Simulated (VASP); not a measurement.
# TiB5 (F-43m) in VASP: notebook

The runs below take TiB5 through relaxation of cell and atoms, single point, with PBE.

Program: VASP 6.6.1. These are calculated values, not measurements. Logs are shortened: lines on timing, memory, paths and dates and some standing lists are left out, and cuts for length are marked.

**1. The cell of the first run**

Symmetry: F-43m, No. 216, cubic system. Conventional cell: a = 5.838 Å, b = 5.838 Å, c = 5.838 Å, α = 90.00°, β = 90.00°, γ = 90.00°. Within 3.2 Å of Ti (site symmetry -43m) lie 16 B at 2.42 to 2.53 Å. B (site symmetry -43m) has 12 B at 2.42 Å and 4 Ti at 2.53 Å within 3.2 Å. B (site symmetry 3m) has 9 B at 2.05 to 2.42 Å and 3 Ti at 2.42 Å within 2.7 Å.

**2. Relaxation of cell and atoms, PBE**

Input file INCAR:

```
SYSTEM = TiB5
PREC = Accurate ; ENCUT = 600
EDIFF = 1E-7 ; ISMEAR = 0
SIGMA = 0.1 ; LREAL = .False.
LASPH = .True. ; NELM = 100
ALGO = Normal ; ISIF = 3
LWAVE = .False. ; LCHARG = .False.
GGA = PE ; IBRION = 2
NSW = 90 ; EDIFFG = -0.04
```

Input file KPOINTS:

```
regular mesh
0
Gamma
  6 6 6
  0 0 0
```

Input file POSCAR:

```
TiB5
1.0
    0.0000000000      2.9191748100      2.9191748100
    2.9191748100      0.0000000000      2.9191748100
    2.9191748100      2.9191748100      0.0000000000
Ti B
1 5
Direct
    0.0000000000      0.0000000000      0.0000000000
    0.2500000000      0.2500000000      0.2500000000
    0.1277616000      0.6240794700      0.6240794700
    0.6240794700      0.6240794700      0.6240794700
    0.6240794700      0.6240794700      0.1277616000
    0.6240794700      0.1277616000      0.6240794700
```

Potentials or basis: VASP PAW PBE potentials, release 64 (Ti_sv, B).

Launch:

```
$ cat potpaw_PBE.64/Ti_sv/POTCAR potpaw_PBE.64/B/POTCAR > POTCAR
$ mpirun -np 1 vasp_std > vasp.out
```

OUTCAR:

```text
SYSTEM = TiB5
   PREC = Accurate
   ENCUT = 600
   EDIFF = 1E-7
   ISMEAR = 0
   LREAL = .False.
   LASPH = .True.
   NELM = 100
   ISIF = 3
   GGA = PE
   IBRION = 2
   NSW = 90
   EDIFFG = -0.04

 ion  position               nearest neighbor table
   1  0.000  0.000  0.000-   3 2.42   5 2.42   6 2.42   4 2.42   4 2.42   4 2.42   3 2.42   6 2.42
                             6 2.42   3 2.42   5 2.42   5 2.42   2 2.53   2 2.53   2 2.53   2 2.53
   2  0.250  0.250  0.250-   1 2.53   1 2.53   1 2.53   1 2.53
   3  0.128  0.624  0.624-   4 2.05   5 2.05   6 2.05   6 2.08   5 2.08   4 2.08   1 2.42   1 2.42
                             1 2.42
   4  0.624  0.624  0.624-   3 2.05   5 2.05   6 2.05   3 2.08   6 2.08   5 2.08   1 2.42   1 2.42
                             1 2.42
   5  0.624  0.624  0.128-   3 2.05   4 2.05   6 2.05   6 2.08   3 2.08   4 2.08   1 2.42   1 2.42
                             1 2.42
   6  0.624  0.128  0.624-   3 2.05   4 2.05   5 2.05   3 2.08   5 2.08   4 2.08   1 2.42   1 2.42
                             1 2.42

  LATTYP: Found a face centered cubic cell.
 ALAT       =     5.8383496200

  Lattice vectors:

 A1 = (   0.0000000000,   2.9191748100,   2.9191748100)
 A2 = (   2.9191748100,   0.0000000000,   2.9191748100)
 A3 = (   2.9191748100,   2.9191748100,   0.0000000000)

Analysis of symmetry for initial positions (statically):
=====================================================================
 Subroutine PRICEL returns:
 Original cell was already a primitive cell.

 Routine SETGRP: Setting up the symmetry group for a
 face centered cubic supercell.

 Subroutine GETGRP returns: Found 24 space group operations
 (whereof 24 operations were pure point group operations)
 out of a pool of 48 trial point group operations.

The static configuration has the point symmetry T_d .

Analysis of symmetry for dynamics (positions and initial velocities):
=====================================================================
 Subroutine PRICEL returns:
 Original cell was already a primitive cell.

 Routine SETGRP: Setting up the symmetry group for a
 face centered cubic supercell.

 Subroutine GETGRP returns: Found 24 space group operations
 (whereof 24 operations were pure point group operations)
 out of a pool of 48 trial point group operations.

The dynamic configuration has the point symmetry T_d .

 Subroutine INISYM returns: Found 24 space group operations
 (whereof 24 operations are pure point group operations),
 and found     1 'primitive' translations

----------------------------------------------------------------------------------------

                                     Primitive cell

  volume of cell :      49.7520

  direct lattice vectors                    reciprocal lattice vectors
     0.000000000  2.919174810  2.919174810    -0.171281281  0.171281281  0.171281281
     2.919174810  0.000000000  2.919174810     0.171281281 -0.171281281  0.171281281
     2.919174810  2.919174810  0.000000000     0.171281281  0.171281281 -0.171281281

  length of vectors
     4.128336607  4.128336607  4.128336607     0.296667881  0.296667881  0.296667881

  position of ions in fractional coordinates (direct lattice)
     0.000000000  0.000000000  0.000000000
     0.250000000  0.250000000  0.250000000
     0.127761600  0.624079470  0.624079470
     0.624079470  0.624079470  0.624079470
     0.624079470  0.624079470  0.127761600
     0.624079470  0.127761600  0.624079470

  ion indices of the primitive-cell ions
   primitive index   ion index
                 1           1
                 2           2
                 3           3
                 4           4
                 5           5
                 6           6

----------------------------------------------------------------------------------------

 KPOINTS: regular mesh

Automatic generation of k-mesh.
 Grid dimensions read from file:
 generate k-points for:    6    6    6

 Generating k-lattice:

  Cartesian coordinates                     Fractional coordinates (reciprocal lattice)
    -0.028546880  0.028546880  0.028546880     0.166666667  0.000000000  0.000000000
     0.028546880 -0.028546880  0.028546880     0.000000000  0.166666667  0.000000000
     0.028546880  0.028546880 -0.028546880     0.000000000  0.000000000  0.166666667

  Length of vectors
     0.049444647  0.049444647  0.049444647

  Shift w.r.t. Gamma in fractional coordinates (k-lattice)
     0.000000000  0.000000000  0.000000000

 Subroutine IBZKPT returns following result:
 ===========================================

 Found     16 irreducible k-points:

 Following reciprocal coordinates:
            Coordinates               Weight
  0.000000  0.000000  0.000000      1.000000
  0.166667  0.000000  0.000000      8.000000
  0.333333  0.000000  0.000000      8.000000
  0.500000  0.000000  0.000000      4.000000
  0.166667  0.166667  0.000000      6.000000
  0.333333  0.166667  0.000000     24.000000
[... 8 lines left out ...]
 -0.333333  0.333333  0.166667     24.000000
 -0.333333  0.500000  0.166667     12.000000
   k-points           NKPTS =     16   k-points in BZ     NKDIM =     16   number of bands    NBANDS=     17
   number of dos      NEDOS =    301   number of ions     NIONS =      6
   total plane-waves  NPLWV =  46656
   dimension x,y,z NGX =    36 NGY =   36 NGZ =   36
   dimension x,y,z NGXF=    72 NGYF=   72 NGZF=   72
   ions per type =               1   5
   NGX,Y,Z   is equivalent  to a cutoff of  14.50, 14.50, 14.50 a.u.
   NGXF,Y,Z  is equivalent  to a cutoff of  28.99, 28.99, 28.99 a.u.
 SYSTEM =  TiB5
   PREC   = accura    normal or accurate (medium, high low for compatibility)
   ISTART =      0    job   : 0-new  1-cont  2-samecut
   ICHARG =      2    charge: 1-file 2-atom 10-const
   ISPIN  =      1    spin polarized calculation?
   LNONCOLLINEAR =      F non collinear calculations
   LSORBIT =      F    spin-orbit coupling
   LASPH  =      T    aspherical Exc in radial PAW
   ENCUT  =  600.0 eV  44.10 Ry    6.64 a.u.   8.25  8.25  8.25*2*pi/ulx,y,z
   NELM   =    100;   NELMIN=  2; NELMDL= -5     # of ELM steps
   EDIFF  = 0.1E-06   stopping-criterion for ELM
   LREAL  =      F    real-space projection
   EDIFFG = -.4E-01   stopping-criterion for IOM
   NSW    =     90    number of steps for IOM
   IBRION =      2    ionic relax: 0-MD 1-quasi-New 2-CG
   NFREE  =      1    steps in history (QN), initial steepest desc. (CG)
   ISIF   =      3    stress and relaxation
   ISYM   =      2    0-nonsym 1-usesym 2-fastsym
   POTIM  = 0.5000    time-step for ionic-motion
   TEBEG  =    0.0;   TEEND  =   0.0 temperature during run
   PSTRESS=    0.0 pullay stress
   NELECT =      27.0000    total number of electrons
   NUPDOWN=      -1.0000    fix difference up-down
   EMIN   =  10.00;   EMAX   =-10.00  energy-range for DOS
   EFERMI =   0.00;   METHOD = LEGACY
   ISMEAR =     0;   SIGMA  =   0.10  broadening in eV -4-tet -1-fermi 0-gaus
   EFERMI_NEDOS =   21; number of points for ismear=-14 and -15
   IALGO  =     38    algorithm
   IMIX   =      4    mixing-type and parameters
     AMIX     =   0.40;   BMIX     =  1.00
     AMIX_MAG =   1.60;   BMIX_MAG =  1.00
  volume/ion in A,a.u.               =       8.29        55.96
  Fermi-wavevector in a.u.,A,eV,Ry     =   1.335342  2.523431 24.261085  1.783139
  Thomas-Fermi vector in A             =   2.464054
   LORBIT       =      0    0 simple, 1 ext, 2 COOP (PROOUT), +10 PAW based schemes
   GGA     = PE    functional components
   LHFCALC =     F    Hartree Fock is set to
   AEXX    =    0.0000 exact exchange contribution
   IVDW    =     0    specifies the selected vdW correction
   LEPSILON=     F    determine dielectric tensor
   LRPA    =     F    only Hartree local field effects (RPA)
 conjugate gradient relaxation of ions
 non-spin polarized calculation
 Gauss-broadening in eV      SIGMA  =   0.10
  energy-cutoff  :      600.00
  volume of cell :       49.75
 maximum number of plane-waves:      1676
 NGX is ok and might be reduce to    36
   NGX = 17   NGY = 17   NGZ = 17

--------------------------------------- Ionic step        1  -------------------------------------------

 number of electron      27.0000002 magnetization

 Free energy of the ion-electron system (eV)
  ---------------------------------------------------
  ext. energy  EPLUGINS =         0.00000000
  ---------------------------------------------------
  free energy    TOTEN  =       -37.18737119 eV

  energy without entropy =      -37.16606289  energy(sigma->0) =      -37.17671704

------------------------ aborting loop because EDIFF is reached ----------------------------------------

  FORCE on cell =-STRESS in cart. coord.  units (eV):
  Direction    XX          YY          ZZ          XY          YZ          ZX
  --------------------------------------------------------------------------------------
  -------------------------------------------------------------------------------------
  Total       -6.4024858     -6.4024858     -6.4024858      0.0000000      0.0000000      0.0000000
  in kB     -206.1811247   -206.1811247   -206.1811247      0.0000000      0.0000000      0.0000000
  external PRESSURE =    -206.1811247 kB  Pullay stress =       0.0000000 kB
[... 265 lines left out ...]
  energy  without entropy=      -37.6055539565  energy(sigma->0) =      -37.61180298

--------------------------------------- Ionic step        8  -------------------------------------------

 number of electron      27.0000000 magnetization

 Free energy of the ion-electron system (eV)
  ---------------------------------------------------
  ext. energy  EPLUGINS =         0.00000000
  ---------------------------------------------------
  free energy    TOTEN  =       -37.61867784 eV

  energy without entropy =      -37.60639621  energy(sigma->0) =      -37.61253703

 E-fermi :   9.0978     XC(G=0): -12.7880

 val. band max:        9.0757727238   @ k =   0.5000   0.3333   0.0000
 cond. band min:       9.1601538985   @ k =   0.5000   0.3333   0.1667
 fundamental gap:      0.0843811747
 Fermi energy:         9.0978471594

 k-point     1 :       0.0000    0.0000    0.0000
  band No.  band energies     occupation
      1     -46.4038      2.00000
      2     -22.7813      2.00000
      3     -22.7813      2.00000
      4     -22.7813      2.00000
      5      -5.9915      2.00000
      6       1.6400      2.00000
[... 9 lines left out ...]
     16      12.2685      0.00000
     17      12.2685      0.00000
[... 331 lines left out ...]
  FREE ENERGIE OF THE ION-ELECTRON SYSTEM (eV)
  ---------------------------------------------------
  free  energy   TOTEN  =       -37.6186778422 eV

  energy  without entropy=      -37.6063962132  energy(sigma->0) =      -37.61253703

 reached required accuracy - stopping structural energy minimisation
```

Run time: 2.6 min. Hardware: 1 thread of Intel Xeon Platinum 8488C (Sapphire Rapids), shared host; peak memory 0.22 GiB.

Results:

```yaml
Free_energy: -37.6187 eV
Relaxed_volume: 7.46 Å³/atom
Relaxed_cell: a = 3.985 Å, b = 3.985 Å, c = 3.985 Å, α = 60.00°, β = 60.00°, γ = 60.00°
Space_group_after_relaxing_to_0.05_Å: F-43m (No. 216)
Energy_gained_by_relaxing: 71.9 meV/atom
Ionic_steps: 8
Pressure_after_relaxing: 0.0 GPa
Largest_force_after_relaxing: 0.007 eV/Å
```

Forces in eV/Å, atoms in the order of the input:
```
Ti   0.000  0.000  0.000
B    0.000  0.000  0.000
B   -0.004  0.004  0.004
B   -0.004 -0.004 -0.004
B    0.004  0.004 -0.004
B    0.004 -0.004  0.004
```

The path:
| step | energy change (eV) | largest force (eV/Å) | pressure (GPa) | volume (Å³) |
| --- | --- | --- | --- | --- |
| 1 | 0.0000 | 0.4846 | -20.62 | 49.75 |
| 2 | -0.3338 | 0.2599 | 12.13 | 42.46 |
| 3 | -0.3999 | 0.3703 | 0.77 | 44.36 |
| 4 | -0.4208 | 0.2173 | 0.89 | 44.42 |
| 5 | -0.4302 | 0.0239 | 1.36 | 44.48 |
| 6 | -0.4303 | 0.0039 | 1.31 | 44.48 |
| 7 | -0.4307 | 0.0146 | -1.00 | 44.94 |
| 8 | -0.4313 | 0.0065 | -0.01 | 44.74 |

Final structure:
```
Ti B
1.0
     0.00000    2.81763    2.81763
     2.81763    0.00000    2.81763
     2.81763    2.81763    0.00000
Ti B
1 5
Direct
  0.00000 0.00000 0.00000
  0.25000 0.25000 0.25000
  0.14445 0.61852 0.61852
  0.61852 0.61852 0.61852
  0.61852 0.61852 0.14445
  0.61852 0.14445 0.61852
```

(Part 1 of 2 ends here.)
